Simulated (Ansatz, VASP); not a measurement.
**One calculation of Bi2Se3, two programs**

Contents of INCAR:

```
SYSTEM = Bi2Se3
ALGO = Normal
EDIFF = 1E-7
ENCUT = 520
GGA = PE
ISIF = 2
ISMEAR = -1
LASPH = .TRUE.
LCHARG = .TRUE.
LELF = .TRUE.
LREAL = .FALSE.
LVHAR = .TRUE.
LWAVE = .FALSE.
NBANDS = 32
NELM = 80
PREC = Accurate
SIGMA = 0.02
```

File KPOINTS:

```
k-points
0
G
  8 8 8
  0 0 0
```

POSCAR

```
Bi2Se3
1.0
    2.0297598977      1.1718824233      9.9666057899
   -2.0297598977      1.1718824233      9.9666057899
    0.0000000000     -2.3437648466      9.9666057899
Bi Se
2 3
Direct
    0.3990546523      0.3990546523      0.3990546523
    0.6009453477      0.6009453477      0.6009453477
    0.2141861613      0.2141861613      0.2141861613
    0.7858138387      0.7858138387      0.7858138387
    0.0000000000      0.0000000000      0.0000000000
```

Input for Ansatz:

```yaml
crystal:
  lattice:
    - [2.0297598977, 1.1718824233, 9.9666057899]
    - [-2.0297598977, 1.1718824233, 9.9666057899]
    - [0.0, -2.3437648466, 9.9666057899]
  atoms:
    - { symbol: Bi, position: [0.3990546523, 0.3990546523, 0.3990546523] }
    - { symbol: Bi, position: [0.6009453477, 0.6009453477, 0.6009453477] }
    - { symbol: Se, position: [0.2141861613, 0.2141861613, 0.2141861613] }
    - { symbol: Se, position: [0.7858138387, 0.7858138387, 0.7858138387] }
    - { symbol: Se, position: [0.0, 0.0, 0.0] }
kpoints:
  mp_grid: { grid: [8, 8, 8] }
  band_path:
    path:
      - [0.0, 0.0, 0.0]
      - [0.5, 0.5, 0.5]
      - [0.8233141803, 0.1766858197, 0.5]
      - [0.5, -0.1766858197, 0.1766858197]
      - [0.5, 0.0, 0.0]
      - [0.3383429098, -0.3383429098, 0.0]
      - [0.6616570902, 0.0, 0.3383429098]
      - [0.5, 0.0, 0.5]
    npoints: 1
hamiltonian:
  xc: pbe
scf:
  occupations: { method: fermi_dirac, width: 0.02 }
  n_extra_bands: 5
output:
  forces: true
  stress: true
  eigenvalues: true
```

Change from the starting cell: epitaxial_xy strain -2.0%.

Alike in both runs: task single point; functional PBE; k mesh 8 × 8 × 8; occupations fermi-dirac, width 0.02 eV; no spin polarisation.

|  | VASP | Ansatz |
| --- | --- | --- |
| version | VASP 6.6.1 | Ansatz 0.2.0 |
| potentials or method | VASP PAW PBE potentials, release 64 (Bi_d, Se) | plane waves, PAW |
| plane-wave cutoff (eV) | 520 | 420 |
| valence electrons in the cell | 48 | 78 |

```csv
,VASP,Ansatz,Ansatz less VASP
pressure (GPa),3.4,3.4,-0.02
"traceless stress, the component that is largest in VASP (GPa)",-1.22,-1.22,-0.004
rms of the force components (eV/Å),0.082,0.076,-0.0061
```

Atom by atom the forces differ by 0.006 eV/Å (rms over components). VASP's potentials hold 48 valence electrons a cell and Ansatz's 78, so a difference there can come from the potentials and not from the codes.

Neither program's run includes spin-orbit coupling.
